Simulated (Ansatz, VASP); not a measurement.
**Hf3F2 in VASP and in Ansatz**

```
Hf F
1.0
     4.52446    0.00000    0.00000
     0.00000    4.52446    0.00000
     0.00000    0.00000    4.52446
Hf F
3 2
Direct
  0.50000 0.00000 0.00000
  0.00000 0.50000 0.00000
  0.00000 0.00000 0.50000
  0.00000 0.00000 0.00000
  0.50000 0.50000 0.50000
```

Alike in both runs: functional PBE; k mesh 8 × 8 × 8; occupations gaussian, width 0.1 eV; no spin polarisation.

Ansatz relaxed the structure, and its values are those at the end. VASP's run is a single point on that final structure, the one shown.

|  | VASP | Ansatz |
| --- | --- | --- |
| version | VASP 6.6.1 | Ansatz 0.2.0 |
| potentials or method | VASP PAW PBE potentials, release 64 (Hf_pv, F), cutoff 520 eV | scalar-relativistic, plane waves, PAW |
| valence electrons in the cell | 44 | 92 |

```tsv
	VASP	Ansatz	Ansatz less VASP
gap on the k mesh at the Fermi level (eV)	none	none	-
pressure (GPa)	-1.1	0.0	+1.05
```

A gap of «none» marks a metal or a gap that the smearing closes. The functional is the same, so the differences come from potentials, cutoffs and numerics. VASP's potentials hold 44 valence electrons a cell and Ansatz's 92, so a difference there can come from the potentials and not from the codes.

Neither program's run includes spin-orbit coupling.
